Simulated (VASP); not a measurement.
# PtS2 (P-3m1) in VASP: further runs

PtS2 is run at these levels: PBE+D3(BJ); tasks: single point, relaxation of cell and atoms.

Program: VASP 6.6.1. These are calculated values, not measurements. Logs are shortened: lines on timing, memory, paths and dates and some standing lists are left out, and cuts for length are marked.

## 1. The cell of the first run

It takes space group P-3m1 (No. 164, trigonal). The conventional cell has a = 3.543 Å, b = 3.543 Å, c = 5.039 Å, α = 90.00°, β = 90.00°, γ = 120.00°. Pt (site symmetry -3m) has 6 S at 2.34 Å within 3.1 Å. S (site symmetry 3m) has 3 Pt at 2.34 Å and 3 S at 3.07 Å within 3.1 Å.

## 2. Single point, PBE+D3(BJ)

INCAR

```
SYSTEM = PtS2
PREC = Accurate
ENCUT = 520
EDIFF = 1E-6
ISMEAR = 0
SIGMA = 0.1
LREAL = .FALSE.
LASPH = .TRUE.
NELM = 60
ALGO = Normal
ISIF = 2
LWAVE = .FALSE.
LCHARG = .FALSE.
GGA = PE
IVDW = 12
NBANDS = 18
```

KPOINTS

```
regular mesh
0
G
  6 6 4
  0 0 0
```

POSCAR

```
PtS2
1.0
    3.5432000000      0.0000000000      0.0000000000
   -1.7716000000      3.0685012107      0.0000000000
    0.0000000000      0.0000000000      5.0388000000
Pt S
1 2
Direct
    0.0000000000      0.0000000000      0.0000000000
    0.3333333333      0.6666666667      0.2270000000
    0.6666666667      0.3333333333      0.7730000000
```

Potentials or basis: VASP PAW PBE potentials, release 64 (Pt, S).

The run is started by

```
cat potpaw_PBE.64/Pt/POTCAR potpaw_PBE.64/S/POTCAR > POTCAR
mpirun -np 1 vasp_std > vasp.out
```

OUTCAR:

```text
SYSTEM = PtS2
   PREC = Accurate
   ENCUT = 520
   EDIFF = 1E-6
   ISMEAR = 0
   LREAL = .FALSE.
   LASPH = .TRUE.
   NELM = 60
   ISIF = 2
   GGA = PE
   IVDW = 12
 IVDW          = 12

 ion  position               nearest neighbor table
   1  0.000  0.000  0.000-   2 2.34   3 2.34   3 2.34   2 2.34   3 2.34   2 2.34
   2  0.333  0.667  0.227-   1 2.34   1 2.34   1 2.34
   3  0.667  0.333  0.773-   1 2.34   1 2.34   1 2.34

  LATTYP: Found a hexagonal cell.
 ALAT       =     3.5432000000
 C/A-ratio  =     1.4221043125

  Lattice vectors:

 A1 = (   3.5432000000,   0.0000000000,   0.0000000000)
 A2 = (  -1.7716000000,   3.0685012107,   0.0000000000)
 A3 = (   0.0000000000,   0.0000000000,   5.0388000000)

Analysis of symmetry for initial positions (statically):
=====================================================================
 Subroutine PRICEL returns:
 Original cell was already a primitive cell.

 Routine SETGRP: Setting up the symmetry group for a
 hexagonal supercell.

 Subroutine GETGRP returns: Found 12 space group operations
 (whereof 12 operations were pure point group operations)
 out of a pool of 24 trial point group operations.

The static configuration has the point symmetry D_3d.

Analysis of symmetry for dynamics (positions and initial velocities):
=====================================================================
 Subroutine PRICEL returns:
 Original cell was already a primitive cell.

 Routine SETGRP: Setting up the symmetry group for a
 hexagonal supercell.

 Subroutine GETGRP returns: Found 12 space group operations
 (whereof 12 operations were pure point group operations)
 out of a pool of 24 trial point group operations.

The dynamic configuration has the point symmetry D_3d.

 Subroutine INISYM returns: Found 12 space group operations
 (whereof 12 operations are pure point group operations),
 and found     1 'primitive' translations

----------------------------------------------------------------------------------------

                                     Primitive cell

  volume of cell :      54.7834

  direct lattice vectors                    reciprocal lattice vectors
     3.543200000  0.000000000  0.000000000     0.282230752  0.162946001  0.000000000
    -1.771600000  3.068501211  0.000000000     0.000000000  0.325892001  0.000000000
     0.000000000  0.000000000  5.038800000     0.000000000  0.000000000  0.198459951

  length of vectors
     3.543200000  3.543200000  5.038800000     0.325892001  0.325892001  0.198459951

  position of ions in fractional coordinates (direct lattice)
     0.000000000  0.000000000  0.000000000
     0.333333333  0.666666667  0.227000000
     0.666666667  0.333333333  0.773000000

  ion indices of the primitive-cell ions
   primitive index   ion index
                 1           1
                 2           2
                 3           3

----------------------------------------------------------------------------------------

 KPOINTS: regular mesh

Automatic generation of k-mesh.
 Grid dimensions read from file:
 generate k-points for:    6    6    4

 Generating k-lattice:

  Cartesian coordinates                     Fractional coordinates (reciprocal lattice)
     0.047038459  0.027157667  0.000000000     0.166666667 -0.000000000  0.000000000
     0.000000000  0.054315334  0.000000000     0.000000000  0.166666667  0.000000000
     0.000000000  0.000000000  0.049614988     0.000000000  0.000000000  0.250000000

  Length of vectors
     0.054315334  0.054315334  0.049614988

  Shift w.r.t. Gamma in fractional coordinates (k-lattice)
     0.000000000  0.000000000  0.000000000

 Subroutine IBZKPT returns following result:
 ===========================================

 Found     24 irreducible k-points:

 Following reciprocal coordinates:
            Coordinates               Weight
  0.000000  0.000000  0.000000      1.000000
  0.166667 -0.000000  0.000000      6.000000
  0.333333 -0.000000  0.000000      6.000000
  0.500000 -0.000000  0.000000      3.000000
  0.166667  0.166667  0.000000      6.000000
[... 42 lines left out ...]
  free energy    TOTEN  =       -15.26889304 eV

  energy without entropy =      -15.26889304  energy(sigma->0) =      -15.26889304

 E-fermi :   7.2095     XC(G=0): -10.5740

 val. band max:        6.7165326632   @ k =   0.0000   0.1667   0.2500
 cond. band min:       7.6960856192   @ k =   0.0000   0.3333   0.2500
 fundamental gap:      0.9795529560
 Fermi energy:         7.2095148768

 k-point     1 :       0.0000    0.0000    0.0000
  band No.  band energies     occupation
      1      -8.8195      2.00000
      2      -5.5781      2.00000
      3      -0.2976      2.00000
      4      -0.2976      2.00000
      5      -0.1775      2.00000
      6       2.7634      2.00000
[... 10 lines left out ...]
     17      14.6635      0.00000
     18      18.7823      0.00000

 k-point     2 :       0.1667   -0.0000    0.0000
  band No.  band energies     occupation
      1      -8.4543      2.00000
      2      -5.8004      2.00000
      3      -0.0551      2.00000
      4      -0.0271      2.00000
      5       0.2056      2.00000
      6       2.2011      2.00000
[... 10 lines left out ...]
     17      15.7078      0.00000
     18      16.9071      0.00000

 k-point     3 :       0.3333   -0.0000    0.0000
  band No.  band energies     occupation
      1      -7.5400      2.00000
      2      -6.2215      2.00000
      3      -0.0359      2.00000
      4       0.4073      2.00000
      5       1.1971      2.00000
      6       1.3132      2.00000
[... 10 lines left out ...]
     17      15.5789      0.00000
     18      16.2290      0.00000

 k-point     4 :       0.5000   -0.0000    0.0000
  band No.  band energies     occupation
      1      -6.8094      2.00000
      2      -6.5488      2.00000
      3      -0.8213      2.00000
      4       0.5638      2.00000
      5       1.4999      2.00000
      6       2.3580      2.00000
[... 375 lines left out ...]
      4       0.1744      2.00000
      5       1.1166      2.00000
      6       1.8779      2.00000
[... 10 lines left out ...]
     17      16.1074      0.00000
     18      16.1428      0.00000

 k-point    23 :       0.3333    0.1667    0.5000
  band No.  band energies     occupation
      1      -6.8181      2.00000
      2      -6.4893      2.00000
      3      -0.5369      2.00000
      4       0.2640      2.00000
      5       1.1524      2.00000
      6       2.0666      2.00000
[... 10 lines left out ...]
     17      15.9191      0.00000
     18      17.3264      0.00000

 k-point    24 :       0.3333    0.3333    0.5000
  band No.  band energies     occupation
      1      -6.5225      2.00000
      2      -6.5225      2.00000
      3       0.1831      2.00000
      4       0.1831      2.00000
      5       0.2239      2.00000
      6       2.3480      2.00000
[... 10 lines left out ...]
     17      14.8990      0.00000
     18      17.4103      0.00000

------------------------ aborting loop because EDIFF is reached ----------------------------------------

 Edisp (eV)   -1.26777

 E8    (eV) :    -0.5069

  FORCE on cell =-STRESS in cart. coord.  units (eV):
  Direction    XX          YY          ZZ          XY          YZ          ZX
  --------------------------------------------------------------------------------------
  -------------------------------------------------------------------------------------
  Total       2.66216     2.66216     2.13701     0.00000     0.00000    -0.00000
  in kB      77.85671    77.85671    62.49829     0.00000     0.00000    -0.00000
  external pressure =       72.74 kB  Pullay stress =        0.00 kB

 VOLUME and BASIS-vectors are now :
 -----------------------------------------------------------------------------
  energy-cutoff  :      520.00
  volume of cell :       54.78
      direct lattice vectors                 reciprocal lattice vectors
     3.543200000  0.000000000  0.000000000     0.282230752  0.162946001  0.000000000
    -1.771600000  3.068501211  0.000000000     0.000000000  0.325892001  0.000000000
     0.000000000  0.000000000  5.038800000     0.000000000  0.000000000  0.198459951

 POSITION                                       TOTAL-FORCE (eV/Angst)
 -----------------------------------------------------------------------------------
      0.00000      0.00000      0.00000        -0.000000      0.000000      0.000000
     -0.00000      2.04567      1.14381         0.000000      0.000000      1.248014
      1.77160      1.02283      3.89499        -0.000000     -0.000000     -1.248014
 -----------------------------------------------------------------------------------
    total drift:                                0.000000     -0.000000      0.000000

  FREE ENERGIE OF THE ION-ELECTRON SYSTEM (eV)
  ---------------------------------------------------
  free  energy   TOTEN  =       -16.5366658565 eV

  energy  without entropy=      -16.5366658565  energy(sigma->0) =      -16.53666586
```

Wall time 9.7 s (1 thread of Intel Xeon 6975P-C (Granite Rapids), shared host); peak memory 0.19 GiB.

Results:

```yaml
Free_energy: -16.5367 eV
Pressure: 7.3 GPa
Largest_force: 1.248 eV/Å
Band_gap_on_the_k_mesh: 0.98 eV, indirect (least direct gap 1.50 eV)
Dispersion_energy_per_atom: -0.423 eV
```

Forces in eV/Å, atoms in the order of the input:
```
Pt   0.000  0.000  0.000
S    0.000  0.000  1.248
S    0.000  0.000 -1.248
```

Stress tensor (GPa, compression positive):
```
7.79 0.00 0.00
0.00 7.79 0.00
0.00 0.00 6.25
```

Levels at points of the mesh, in eV from the valence-band top:
```
           k point  band 7  band 8  band 9  band 10  band 11  band 12  band 13  band 14  band 15  band 16
(0.00, 0.00, 0.00)   -3.95   -1.77   -1.12    -1.12    -0.10     2.48     2.48     4.82     5.80     7.95
(0.50, 0.00, 0.00)   -3.39   -3.29   -3.20    -2.98    -2.33     1.81     2.86     5.55     6.57     8.28
(0.00, 0.00, 0.50)   -3.98   -2.46   -1.31    -1.31    -0.90     2.95     2.95     5.50     7.40     7.63
(0.50, 0.00, 0.50)   -3.30   -3.23   -3.08    -2.70    -1.36     2.11     2.39     5.41     5.60     7.90
```

Caveat: spin-orbit coupling is left out, which moves the levels of the heavy elements; forces of over 1 eV/Å act on the atoms, so gaps and moduli don't describe the material at rest. A k mesh can miss the band edges.

## 3. Single point, PBE+D3(BJ)

This run uses another cell than the first one, of 17.28 Å³/atom, 0.946 times its volume.

INCAR

```
SYSTEM = PtS2
PREC = Accurate
ENCUT = 520
EDIFF = 1E-7
ISMEAR = 0
SIGMA = 0.01
LREAL = .FALSE.
LASPH = .TRUE.
NELM = 80
ALGO = Normal
ISIF = 2
LWAVE = .FALSE.
LCHARG = .FALSE.
GGA = PE
IVDW = 12
NBANDS = 18
```

KPOINTS

```
regular mesh
0
G
  12 12 6
  0 0 0
```

POSCAR

```
PtS2
1.0
    3.5827853492      0.0000000000      0.0000000000
   -1.7913926746      3.1027831287      0.0000000000
    0.0000000000      0.0000000000      4.6629229948
Pt S
1 2
Direct
    0.0000000000      0.0000000000      0.0000000000
    0.3333333333      0.6666666667      0.2588275394
    0.6666666667      0.3333333333      0.7411724606
```

Potentials or basis: VASP PAW PBE potentials, release 64 (Pt, S).

The run is started by

```
cat potpaw_PBE.64/Pt/POTCAR potpaw_PBE.64/S/POTCAR > POTCAR
mpirun -np 1 vasp_std > vasp.out
```

It took 33 s on 1 thread of Intel Xeon 6975P-C (Granite Rapids), shared host; peak memory 0.24 GiB.

The run converged. Its results:

```
Free energy                : -16.6704 eV
Pressure                   : -0.5 GPa
Largest force              : 0.045 eV/Å
Band gap on the k mesh     : 0.08 eV, indirect (least direct gap 0.94 eV)
Dispersion energy per atom : -0.451 eV
```

Forces on the atoms (eV/Å):
```
Pt   0.000  0.000  0.000
S    0.000  0.000 -0.045
S    0.000  0.000  0.045
```

Stress tensor (GPa, compression positive):
```
-0.54  0.00  0.00
 0.00 -0.54  0.00
 0.00  0.00 -0.32
```

Levels at points of the mesh, in eV from the valence-band top:
```
           k point  band 8  band 9  band 10  band 11  band 12  band 13  band 14  band 15
(0.00, 0.00, 0.00)   -2.53   -1.64    -1.64     0.00     1.11     1.11     3.58     4.96
(0.50, 0.00, 0.00)   -4.10   -3.63    -3.54    -3.01     0.71     2.25     5.21     6.26
(0.00, 0.00, 0.50)   -3.32   -2.17    -2.17    -1.59     2.20     2.20     5.25     6.78
(0.50, 0.00, 0.50)   -3.66   -3.29    -3.22    -1.59     0.72     1.59     4.83     5.04
```

Caveat: spin-orbit coupling is left out, which moves the levels of the heavy elements.

## 4. Single point, PBE+D3(BJ)

INCAR

```
SYSTEM = PtS2
PREC = Accurate
ENCUT = 500
EDIFF = 1E-6
ISMEAR = 0
SIGMA = 0.1
LREAL = .FALSE.
LASPH = .TRUE.
NELM = 120
ALGO = Normal
ISIF = 2
LWAVE = .FALSE.
LCHARG = .FALSE.
GGA = PE
IVDW = 12
NBANDS = 22
GGA_COMPAT = .FALSE.
```

KPOINTS

```
regular mesh
0
G
  6 6 4
  0 0 0
```

POSCAR

```
PtS2
1.0
    3.5432000000      0.0000000000      0.0000000000
   -1.7716000000      3.0685012107      0.0000000000
    0.0000000000      0.0000000000      5.0388000000
Pt S
1 2
Direct
    0.0000000000      0.0000000000      0.0000000000
    0.3333333333      0.6666666667      0.2270000000
    0.6666666667      0.3333333333      0.7730000000
```

Potentials or basis: VASP PAW PBE potentials, release 64 (Pt_sv_GW, S).

The run is started by

```
cat potpaw_PBE.64/Pt_sv_GW/POTCAR potpaw_PBE.64/S/POTCAR > POTCAR
mpirun -np 1 vasp_std > vasp.out
```

Run time: 38 s. Hardware: 1 thread of AMD EPYC 7R43 (Zen 3), shared host; peak memory 0.17 GiB.

It converged, with:

```
Free energy                : -16.4931 eV
Pressure                   : 6.4 GPa
Largest force              : 1.267 eV/Å
Band gap on the k mesh     : 0.98 eV, indirect (least direct gap 1.50 eV)
Dispersion energy per atom : -0.423 eV
```

Forces in eV/Å, atoms in the order of the input:
```
Pt   0.000  0.000  0.000
S    0.000  0.000  1.267
S    0.000  0.000 -1.267
```

Stress tensor (GPa, compression positive):
```
6.98 0.00 0.00
0.00 6.98 0.00
0.00 0.00 5.37
```

Levels at points of the mesh, in eV from the valence-band top:
| k point | band 11 | band 12 | band 13 | band 14 | band 15 | band 16 | band 17 | band 18 | band 19 | band 20 |
| --- | --- | --- | --- | --- | --- | --- | --- | --- | --- | --- |
| (0.00, 0.00, 0.00) | -3.96 | -1.77 | -1.12 | -1.12 | -0.10 | 2.48 | 2.48 | 4.82 | 5.80 | 7.95 |
| (0.50, 0.00, 0.00) | -3.39 | -3.29 | -3.21 | -2.98 | -2.33 | 1.81 | 2.86 | 5.56 | 6.57 | 8.28 |
| (0.00, 0.00, 0.50) | -3.98 | -2.46 | -1.31 | -1.31 | -0.90 | 2.96 | 2.96 | 5.50 | 7.40 | 7.64 |
| (0.50, 0.00, 0.50) | -3.31 | -3.24 | -3.07 | -2.70 | -1.36 | 2.11 | 2.39 | 5.42 | 5.60 | 7.90 |

Caveat: spin-orbit coupling is left out, which moves the levels of the heavy elements; forces of over 1 eV/Å act on the atoms, so gaps and moduli don't describe the material at rest. A k mesh can miss the band edges.

## 5. Relaxation of cell and atoms, PBE+D3(BJ)

This run uses another cell than the first one, of 17.58 Å³/atom, 0.963 times its volume.

INCAR

```
SYSTEM = PtS2
PREC = Accurate ; ENCUT = 600
EDIFF = 1E-6 ; ISMEAR = 0
SIGMA = 0.01 ; LREAL = .False.
LASPH = .True. ; NELM = 60
ALGO = Normal ; ISIF = 3
LWAVE = .False. ; LCHARG = .False.
GGA = PE ; IVDW = 12
IBRION = 2 ; NSW = 90
EDIFFG = -0.02
```

KPOINTS

```
Automatic mesh
0
Gamma
  12 12 6
  0 0 0
```

POSCAR

```
PtS2
1.0
    3.5779759526      0.0000000000      0.0000000000
   -1.7889879763      3.0986180691      0.0000000000
    0.0000000000      0.0000000000      4.7577695527
Pt S
1 2
Direct
    0.0000000000      0.0000000000      0.0000000000
    0.3333333333      0.6666666667      0.2546080467
    0.6666666667      0.3333333333      0.7453919533
```

Potentials or basis: VASP PAW PBE potentials, release 64 (Pt, S).

The run is started by

```
cat potpaw_PBE.64/Pt/POTCAR potpaw_PBE.64/S/POTCAR > POTCAR
mpirun -np 1 vasp_std > vasp.out
```

It took 14 min on 1 thread of Oxide Virtual Turin-like, shared host; peak memory 0.24 GiB.

Results (log left out):

```yaml
Free_energy: -16.6714 eV
Relaxed_volume: 17.28 Å³/atom
Relaxed_cell: a = 3.579 Å, b = 3.579 Å, c = 4.675 Å, α = 90.00°, β = 90.00°, γ = 120.00°
Space_group_after_relaxing_to_0.05_Å: P-3m1 (No. 164)
Energy_gained_by_relaxing: 0.6 meV/atom
Ionic_steps: 12
Pressure_after_relaxing: 0.0 GPa
Band_gap_on_the_k_mesh: 0.12 eV, indirect (least direct gap 0.94 eV)
Dispersion_energy_per_atom: -0.451 eV
```

Step by step:
```tsv
step	energy change (eV)	largest force (eV/Å)	pressure (GPa)	volume (Å³)
1	0.0000	0.0318	-0.68	52.75
2	0.0005	0.1196	1.00	52.18
3	-0.0005	0.0306	0.01	52.51
4	-0.0008	0.0326	0.02	52.45
5	-0.0013	0.0395	-0.01	52.28
6	-0.0014	0.0530	-0.02	51.93
7	-0.0015	0.0480	0.00	52.08
8	-0.0017	0.0093	-0.16	52.01
9	-0.0017	0.0299	-0.32	51.93
10	-0.0018	0.0068	-0.23	51.98
11	-0.0018	0.0046	0.16	51.77
12	-0.0018	0.0003	0.00	51.85
```

Final structure:
```cif
data_structure
_symmetry_space_group_name_H-M 'P 1'
_symmetry_Int_Tables_number 1
_cell_length_a 3.5788
_cell_length_b 3.5788
_cell_length_c 4.6749
_cell_angle_alpha 90.000
_cell_angle_beta 90.000
_cell_angle_gamma 120.000
_cell_volume 51.85
loop_
_atom_site_label
_atom_site_type_symbol
_atom_site_fract_x
_atom_site_fract_y
_atom_site_fract_z
_atom_site_occupancy
Pt1 Pt 0.00000 0.00000 0.00000 1
S1 S 0.33333 0.66667 0.25790 1
S2 S 0.66667 0.33333 0.74210 1
```

Levels at points of the mesh, in eV from the valence-band top:
```csv
k point,band 8,band 9,band 10,band 11,band 12,band 13,band 14,band 15
"(0.00, 0.00, 0.00)",-2.52,-1.62,-1.62,0.00,1.16,1.16,3.61,5.00
"(0.50, 0.00, 0.00)",-4.07,-3.62,-3.53,-2.99,0.75,2.27,5.22,6.26
"(0.00, 0.00, 0.50)",-3.30,-2.14,-2.14,-1.56,2.23,2.23,5.26,6.81
"(0.50, 0.00, 0.50)",-3.65,-3.28,-3.22,-1.58,0.77,1.62,4.85,5.05
```

Caveat: spin-orbit coupling is left out, which moves the levels of the heavy elements.

## 6. The runs side by side

| task | potentials or basis | cell | k mesh | cutoff (eV) | smearing | second run | gap on the mesh (eV) | pressure (GPa) | largest force (eV/Å) |
| --- | --- | --- | --- | --- | --- | --- | --- | --- | --- |
| single point | VASP PAW PBE potentials, release 64 (Pt, S) | a = 3.543, b = 3.543, c = 5.039 Å, angles 90.0, 90.0, 120.0°, 3 atoms | 6 × 6 × 4 | 520 | gaussian 0.1 eV | - | 0.98 | 7.3 | 1.25 |
| single point | VASP PAW PBE potentials, release 64 (Pt, S) | a = 3.583, b = 3.583, c = 4.663 Å, angles 90.0, 90.0, 120.0°, 3 atoms | 12 × 12 × 6 | 520 | gaussian 0.01 eV | - | 0.08 | -0.5 | 0.05 |
| single point | VASP PAW PBE potentials, release 64 (Pt_sv_GW, S) | a = 3.543, b = 3.543, c = 5.039 Å, angles 90.0, 90.0, 120.0°, 3 atoms | 6 × 6 × 4 | 500 | gaussian 0.1 eV | valence_matched | 0.98 | 6.4 | 1.27 |
| relaxation of cell and atoms | VASP PAW PBE potentials, release 64 (Pt, S) | relaxed from a = 3.578, b = 3.578, c = 4.758 Å, angles 90.0, 90.0, 120.0°, 3 atoms | 12 × 12 × 6 | 600 | gaussian 0.01 eV | - | 0.12 | 0.0 | - |

Alike in all rows: level PBE+D3(BJ); no spin polarisation.

Caveats: spin-orbit coupling is left out, which moves the levels of the heavy elements; forces of over 1 eV/Å act on the atoms, so gaps and moduli don't describe the material at rest (some runs).

Total energies depend on the potentials used, so only differences within one code and one set of settings carry meaning.
